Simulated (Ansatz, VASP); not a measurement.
**W in VASP and in Ansatz**

File INCAR:

```
SYSTEM = W
PREC = Accurate
ENCUT = 520
EDIFF = 1E-7
ISMEAR = 0
SIGMA = 0.15
LREAL = .False.
LASPH = .True.
NELM = 100
ALGO = Fast
ISIF = 2
LWAVE = .False.
LCHARG = .False.
GGA = PE
NBANDS = 13
```

Contents of KPOINTS:

```
Automatic mesh
0
Gamma
  20 20 20
  0 0 0
```

Contents of POSCAR:

```
W
1.0
    0.0000000000      2.0300000000      2.0503000000
    2.0300000000      0.0000000000      2.0503000000
    2.0300000000      2.0300000000      0.0000000000
W
1
Direct
    0.0000000000      0.0000000000      0.0000000000
```

Input for Ansatz:

```yaml
crystal:
  lattice:
    - [0.0, 2.03, 2.0503]
    - [2.03, 0.0, 2.0503]
    - [2.03, 2.03, 0.0]
  atoms:
    - { symbol: W, position: [0.0, 0.0, 0.0] }
basis:
  ecutwfc: 420
kpoints:
  mp_grid: { grid: [20, 20, 20] }
hamiltonian:
  xc: pbe
scf:
  occupations: { method: gaussian, width: 0.15 }
output:
  forces: true
  stress: true
  eigenvalues: true
```

Change from the starting cell: strain +0.0100 x Voigt [0, 0, 1, 0, 0, 0], atoms carried along.

Alike in both runs: task single point; functional PBE; k mesh 20 × 20 × 20; occupations gaussian, width 0.15 eV; no spin polarisation.

```csv
,VASP,Ansatz
version,VASP 6.6.1,Ansatz 0.2.0
potentials or method,"VASP PAW PBE potentials, release 64 (W_sv), cutoff 520 eV","scalar-relativistic, plane waves, PAW"
valence electrons in the cell,14,14
```

```csv
,VASP,Ansatz,Ansatz less VASP
gap on the k mesh at the Fermi level (eV),none,none,-
pressure (GPa),-6.8,-7.2,-0.42
"traceless stress, the component that is largest in VASP (GPa)",2.19,2.17,-0.016
```

A gap of «none» marks a metal or a gap that the smearing closes. With one functional, cell and mesh, what is left measures potentials, basis and numerics.

Neither program's run includes spin-orbit coupling.
